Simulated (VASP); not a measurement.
Be4Se3, 7 atoms in the cell. The structure is cubic, space group Pm-3m (No. 221). The conventional cell has a = 4.516 Å, b = 4.516 Å, c = 4.516 Å, α = 90.00°, β = 90.00°, γ = 90.00°. Within 3.0 Å of Be (site symmetry m-3m) lie 6 Se at 2.26 Å. Within 3.0 Å of Be (site symmetry 4/mmm) lie 4 Se at 2.26 Å. Within 3.0 Å of Se (site symmetry 4/mmm) lie 6 Be at 2.26 Å. 

```yaml
Program: VASP 6.6.1
Task: relaxation of cell and atoms
Functional: PBE
Potentials_or_basis: VASP PAW PBE potentials, release 64 (Be, Se)
Cutoff: 600 eV
k_mesh: 4 × 4 × 4
Occupations: gaussian, width 0.2 eV
Spin: no spin polarisation
Dipole_correction: no
Further_INCAR_settings: ALGO = Normal; EDIFF = 1e-07; IBRION = 2; EDIFFG = -0.08; NSW = 36; ISIF = 3
```

Potentials or basis: VASP PAW PBE potentials, release 64 (Be, Se).

Command:

```sh
$ cat potpaw_PBE.64/Be/POTCAR potpaw_PBE.64/Se/POTCAR > POTCAR
$ mpirun -np 1 vasp_std > vasp.out
```

Hardware: 1 thread of Intel(R) Xeon(R) 6975P-C (Granite Rapids), on a shared host.

How long does it take, and how much memory?

Wall time 22 s on 1 thread of Intel(R) Xeon(R) 6975P-C (Granite Rapids), on a shared host, peak memory 0.21 GiB. Counts: scf iterations 33, k points 10, ion steps 3.
